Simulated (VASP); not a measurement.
# C (P4/mmm) in VASP: notebook, part 2 of 2

VASP 6.6.1. The steps go on from the part before.

### 3 Relaxation of cell and atoms, PBE

This run uses another cell than the first one, of 12.24 Å³/atom, 0.930 times its volume.

INCAR reads:

```
ALGO = Normal
EDIFF = 1E-6
EDIFFG = -0.01
ENCUT = 600
GGA = PE
IBRION = 2
ISIF = 3
ISMEAR = 0
LASPH = T
LCHARG = F
LREAL = F
LWAVE = F
NELM = 100
NSW = 100
PREC = Accurate
SIGMA = 0.1
```

KPOINTS reads:

```
k-points
0
Gamma
  14 14 12
```

POSCAR reads:

```
C
1.0
    3.4452125841      0.0000000000      0.0000000000
    0.0000000000      3.4452125841      0.0000000000
    0.0000000000      0.0000000000      4.1256042513
C
4
Direct
    0.1997916646      0.5000000000      0.0000000000
    0.8002083354      0.5000000000      0.0000000000
    0.5000000000      0.1997916646      0.0000000000
    0.5000000000      0.8002083354      0.0000000000
```

Potentials or basis: VASP PAW PBE potentials, release 64 (C).

The run is started by

```console
cat potpaw_PBE.64/C/POTCAR > POTCAR
mpirun -np 1 vasp_std > vasp.out
```

OUTCAR:

```text
EDIFF = 1E-6
   EDIFFG = -0.01
   ENCUT = 600
   GGA = PE
   IBRION = 2
   ISIF = 3
   ISMEAR = 0
   LASPH = T
   LREAL = F
   NELM = 100
   NSW = 100
   PREC = Accurate

 ion  position               nearest neighbor table
   1  0.200  0.500  0.000-   2 1.38   3 1.46   4 1.46   2 2.07
   2  0.800  0.500  0.000-   1 1.38   3 1.46   4 1.46   1 2.07
   3  0.500  0.200  0.000-   4 1.38   2 1.46   1 1.46   4 2.07
   4  0.500  0.800  0.000-   3 1.38   2 1.46   1 1.46   3 2.07

  LATTYP: Found a simple tetragonal cell.
 ALAT       =     3.4452125841
 C/A-ratio  =     1.1974890230

  Lattice vectors:

 A1 = (   3.4452125841,   0.0000000000,   0.0000000000)
 A2 = (   0.0000000000,   3.4452125841,   0.0000000000)
 A3 = (   0.0000000000,   0.0000000000,   4.1256042513)

Analysis of symmetry for initial positions (statically):
=====================================================================
 Subroutine PRICEL returns:
 Original cell was already a primitive cell.

 Routine SETGRP: Setting up the symmetry group for a
 simple tetragonal supercell.

 Subroutine GETGRP returns: Found 16 space group operations
 (whereof 16 operations were pure point group operations)
 out of a pool of 16 trial point group operations.

The static configuration has the point symmetry D_4h.

Analysis of symmetry for dynamics (positions and initial velocities):
=====================================================================
 Subroutine PRICEL returns:
 Original cell was already a primitive cell.

 Routine SETGRP: Setting up the symmetry group for a
 simple tetragonal supercell.

 Subroutine GETGRP returns: Found 16 space group operations
 (whereof 16 operations were pure point group operations)
 out of a pool of 16 trial point group operations.

The dynamic configuration has the point symmetry D_4h.

 Subroutine INISYM returns: Found 16 space group operations
 (whereof 16 operations are pure point group operations),
 and found     1 'primitive' translations

----------------------------------------------------------------------------------------

                                     Primitive cell

  volume of cell :      48.9688

  direct lattice vectors                    reciprocal lattice vectors
     3.445212584  0.000000000  0.000000000     0.290257851  0.000000000  0.000000000
     0.000000000  3.445212584  0.000000000     0.000000000  0.290257851  0.000000000
     0.000000000  0.000000000  4.125604251     0.000000000  0.000000000  0.242388736

  length of vectors
     3.445212584  3.445212584  4.125604251     0.290257851  0.290257851  0.242388736

  position of ions in fractional coordinates (direct lattice)
     0.199791665  0.500000000  0.000000000
     0.800208335  0.500000000  0.000000000
     0.500000000  0.199791665  0.000000000
     0.500000000  0.800208335  0.000000000

  ion indices of the primitive-cell ions
   primitive index   ion index
                 1           1
                 2           2
                 3           3
                 4           4

----------------------------------------------------------------------------------------

 KPOINTS: k-points

Automatic generation of k-mesh.
 Grid dimensions read from file:
 generate k-points for:   14   14   12
[... 57 lines left out ...]
   ICHARG =      2    charge: 1-file 2-atom 10-const
   ISPIN  =      1    spin polarized calculation?
   LNONCOLLINEAR =      F non collinear calculations
   LSORBIT =      F    spin-orbit coupling
   LASPH  =      T    aspherical Exc in radial PAW
   ENCUT  =  600.0 eV  44.10 Ry    6.64 a.u.   6.88  6.88  8.24*2*pi/ulx,y,z
   NELM   =    100;   NELMIN=  2; NELMDL= -5     # of ELM steps
   EDIFF  = 0.1E-05   stopping-criterion for ELM
   LREAL  =      F    real-space projection
   EDIFFG = -.1E-01   stopping-criterion for IOM
   NSW    =    100    number of steps for IOM
   IBRION =      2    ionic relax: 0-MD 1-quasi-New 2-CG
   NFREE  =      1    steps in history (QN), initial steepest desc. (CG)
   ISIF   =      3    stress and relaxation
   ISYM   =      2    0-nonsym 1-usesym 2-fastsym
   POTIM  = 0.5000    time-step for ionic-motion
   TEBEG  =    0.0;   TEEND  =   0.0 temperature during run
   PSTRESS=    0.0 pullay stress
   NELECT =      16.0000    total number of electrons
   NUPDOWN=      -1.0000    fix difference up-down
   EMIN   =  10.00;   EMAX   =-10.00  energy-range for DOS
   EFERMI =   0.00;   METHOD = LEGACY
   ISMEAR =     0;   SIGMA  =   0.10  broadening in eV -4-tet -1-fermi 0-gaus
   EFERMI_NEDOS =   21; number of points for ismear=-14 and -15
   IALGO  =     38    algorithm
   IMIX   =      4    mixing-type and parameters
     AMIX     =   0.40;   BMIX     =  1.00
     AMIX_MAG =   1.60;   BMIX_MAG =  1.00
  volume/ion in A,a.u.               =      12.24        82.61
  Fermi-wavevector in a.u.,A,eV,Ry     =   1.127565  2.130789 17.298488  1.271403
  Thomas-Fermi vector in A             =   2.264252
   LORBIT       =      0    0 simple, 1 ext, 2 COOP (PROOUT), +10 PAW based schemes
   GGA     = PE    functional components
   LHFCALC =     F    Hartree Fock is set to
   AEXX    =    0.0000 exact exchange contribution
   IVDW    =     0    specifies the selected vdW correction
   LEPSILON=     F    determine dielectric tensor
   LRPA    =     F    only Hartree local field effects (RPA)
 conjugate gradient relaxation of ions
 non-spin polarized calculation
 Gauss-broadening in eV      SIGMA  =   0.10
  energy-cutoff  :      600.00
  volume of cell :       48.97
 maximum number of plane-waves:      1672
 NGX is ok and might be reduce to    28
   NGX = 13   NGY = 13   NGZ = 17

--------------------------------------- Ionic step        1  -------------------------------------------

 number of electron      16.0000002 magnetization

 Free energy of the ion-electron system (eV)
  ---------------------------------------------------
  ext. energy  EPLUGINS =         0.00000000
  ---------------------------------------------------
  free energy    TOTEN  =       -34.86663358 eV

  energy without entropy =      -34.86475266  energy(sigma->0) =      -34.86569312

------------------------ aborting loop because EDIFF is reached ----------------------------------------

  FORCE on cell =-STRESS in cart. coord.  units (eV):
  Direction    XX          YY          ZZ          XY          YZ          ZX
  --------------------------------------------------------------------------------------
  -------------------------------------------------------------------------------------
  Total       -0.0285272     -0.0285272      0.0042884      0.0000000      0.0000000      0.0000000
  in kB       -0.9333630     -0.9333630      0.1403109      0.0000000      0.0000000      0.0000000
  external PRESSURE =      -0.5754717 kB  Pullay stress =       0.0000000 kB
[... 63 lines left out ...]
--------------------------------------- Ionic step        3  -------------------------------------------

 number of electron      16.0000003 magnetization

 Free energy of the ion-electron system (eV)
  ---------------------------------------------------
  ext. energy  EPLUGINS =         0.00000000
  ---------------------------------------------------
  free energy    TOTEN  =       -34.86839766 eV

  energy without entropy =      -34.86674979  energy(sigma->0) =      -34.86757372

 E-fermi :   1.8168     XC(G=0):  -8.3750

 val. band max:        1.8026250916   @ k =   0.2143   0.0000   0.0000
 cond. band min:       1.8356922982   @ k =   0.1429   0.1429   0.5000
 fundamental gap:      0.0330672066
 Fermi energy:         1.8167942397

 k-point     1 :       0.0000    0.0000    0.0000
  band No.  band energies     occupation
      1     -17.2234      2.00000
      2      -9.3396      2.00000
      3      -8.7638      2.00000
      4      -7.3413      2.00000
      5      -7.3413      2.00000
      6      -4.8529      2.00000
      7      -0.8029      2.00000
      8       3.7245      0.00000
      9       5.5604      0.00000
     10       5.8896      0.00000
     11       5.8896      0.00000
     12       8.5957      0.00000
[... 331 lines left out ...]
 k-point    24 :       0.3571    0.2143    0.0000
  band No.  band energies     occupation
      1     -16.1970      2.00000
      2     -12.2461      2.00000
      3     -10.6592      2.00000
      4      -5.3614      2.00000
      5      -3.8651      2.00000
      6      -3.2995      2.00000
      7      -2.6123      2.00000
      8       0.2585      2.00000
      9       3.4041      0.00000
     10       7.4549      0.00000
     11       8.6762      0.00000
     12      10.4808      0.00000

 [... further k-points ...]

------------------------ aborting loop because EDIFF is reached ----------------------------------------

  FORCE on cell =-STRESS in cart. coord.  units (eV):
  Direction    XX          YY          ZZ          XY          YZ          ZX
  --------------------------------------------------------------------------------------
  -------------------------------------------------------------------------------------
  Total       -0.0369906     -0.0369906      0.0112680      0.0000000      0.0000000     -0.0000000
  in kB       -1.2103884     -1.2103884      0.3687076      0.0000000      0.0000000     -0.0000000
  external PRESSURE =      -0.6840230 kB  Pullay stress =       0.0000000 kB
[... 19 lines left out ...]
  FREE ENERGIE OF THE ION-ELECTRON SYSTEM (eV)
  ---------------------------------------------------
  free  energy   TOTEN  =       -34.8683976611 eV

  energy  without entropy=      -34.8667497852  energy(sigma->0) =      -34.86757372

 reached required accuracy - stopping structural energy minimisation
```

CONTCAR:

```text
C
   1.00000000000000
     3.4450286565177546    0.0000000000000000    0.0000000000000000
     0.0000000000000000    3.4450286565177546   -0.0000000000000000
    -0.0000000000000000    0.0000000000000000    4.1256373612935029
  C
     4
Direct
     0.1990478355767064    0.5000000000000000    1.0000000000000000
     0.8009521644232936    0.5000000000000000    0.0000000000000000
     0.5000000000000000    0.1990478355767064    0.0000000000000000
     0.5000000000000000    0.8009521644232936    1.0000000000000000

  0.00000000E+00  0.00000000E+00  0.00000000E+00
  0.00000000E+00  0.00000000E+00  0.00000000E+00
  0.00000000E+00  0.00000000E+00  0.00000000E+00
  0.00000000E+00  0.00000000E+00  0.00000000E+00
```

Wall time 3.4 min (1 thread of Intel Xeon Platinum 8259CL at 2.50GHz (Skylake/Cascade Lake), shared host); peak memory 0.27 GiB.

Results:

```
Free energy               : -34.8684 eV
Energy gained by relaxing : 0.4 meV/atom
Ionic steps               : 3
Pressure after relaxing   : -0.1 GPa
Band gap on the k mesh    : zero (band 8 reaches 3.72 eV, above the bottom of band 9 at -0.74 eV)
```

The path:
```csv
step,energy change (eV),largest force (eV/Å),pressure (GPa),volume (Å³)
1,0.0000,0.3430,-0.06,48.97
2,0.0518,1.9332,0.32,48.94
3,-0.0018,0.0001,-0.07,48.96
```

Final structure:
```xyz
4
Lattice="3.4450 0.0000 0.0000 0.0000 3.4450 0.0000 0.0000 0.0000 4.1256" Properties=species:S:1:pos:R:3 pbc="T T T"
C     0.6857    1.7225    4.1256
C     2.7593    1.7225    0.0000
C     1.7225    0.6857    0.0000
C     1.7225    2.7593    4.1256
```

Caveat: this functional lacks dispersion, which binds the layers, so the pressure and a relaxed spacing across them are unreliable.

### 4 Single point, PBE

INCAR reads:

```
ALGO = Normal ; EDIFF = 1E-6
ENCUT = 520 ; GGA = PE
ISIF = 2 ; ISMEAR = 0
LASPH = True ; LCHARG = False
LREAL = False ; LWAVE = False
NBANDS = 16 ; NELM = 100
PREC = Accurate ; SIGMA = 0.1
```

KPOINTS reads:

```
k-points
0
Gamma
  14 14 10
```

POSCAR reads:

```
C
1.0
    3.4446158852      0.0000000000      0.0000000000
    0.0000000000      3.4446158852      0.0000000000
    0.0000000000      0.0000000000      4.4370220450
C
4
Direct
    0.1990914680      0.5000000000      0.0000000000
    0.8009085320      0.5000000000      0.0000000000
    0.5000000000      0.1990914680      0.0000000000
    0.5000000000      0.8009085320      0.0000000000
```

The run is started by

```console
cat potpaw_PBE.64/C/POTCAR > POTCAR
mpirun -np 1 vasp_std > vasp.out
```

Run time: 2.1 min. Hardware: 1 thread of Intel Xeon Platinum 8259CL at 2.50GHz (Skylake/Cascade Lake), shared host; peak memory 0.25 GiB.

Results (log left out):

| Quantity | Value |
| --- | --- |
| Free energy | -34.8632 eV |
| Pressure | 0.2 GPa |
| Largest force | 0.036 eV/Å |
| Band gap on the k mesh | zero (band 8 reaches 3.20 eV, above the bottom of band 9 at -1.11 eV) |

Forces on the atoms (eV/Å):
```
C   -0.036  0.000  0.000
C    0.036  0.000  0.000
C    0.000 -0.036  0.000
C    0.000  0.036  0.000
```

Stress tensor (GPa, compression positive):
```
 0.34  0.00  0.00
 0.00  0.34  0.00
 0.00  0.00 -0.02
```

Levels at points of the mesh, in eV from the Fermi level:
```csv
k point,band 5,band 6,band 7,band 8,band 9,band 10,band 11,band 12
"(0.00, 0.00, 0.00)",-9.15,-6.79,-2.62,1.85,3.54,4.00,4.00,6.80
"(0.50, 0.00, 0.00)",-5.82,-5.23,-4.94,-2.51,4.28,5.53,6.21,6.24
"(0.50, 0.50, 0.00)",-3.40,-3.40,-2.67,-2.20,-2.20,7.87,7.91,9.43
"(0.00, 0.00, 0.50)",-9.14,-7.13,-2.62,1.67,3.81,3.81,6.14,6.82
"(0.50, 0.00, 0.50)",-5.81,-5.51,-4.93,-2.87,4.14,5.70,6.07,8.56
"(0.50, 0.50, 0.50)",-3.39,-3.39,-2.93,-2.46,-2.46,7.64,7.92,9.14
```

Caveat: this functional lacks dispersion, which binds the layers, so the pressure and a relaxed spacing across them are unreliable.

### 5 Overview

```tsv
task	cell	k mesh	cutoff (eV)	gap on the mesh (eV)	pressure (GPa)	largest force (eV/Å)
single point	a = 3.445, b = 3.445, c = 4.437 Å, 4 atoms	14 × 14 × 12	520	none	0.2	0.04
relaxation of cell and atoms	relaxed from a = 3.445, b = 3.445, c = 4.126 Å, 4 atoms	14 × 14 × 12	600	none	-0.1	-
single point	a = 3.445, b = 3.445, c = 4.437 Å, 4 atoms	14 × 14 × 10	520	none	0.2	0.04
```

Alike in all rows: level PBE; potentials or basis VASP PAW PBE potentials, release 64 (C); no spin polarisation; smearing gaussian 0.1 eV.

Caveats: this functional lacks dispersion, which binds the layers, so the pressure and a relaxed spacing across them are unreliable.

Absolute energies hang on the potentials; compare differences alone.
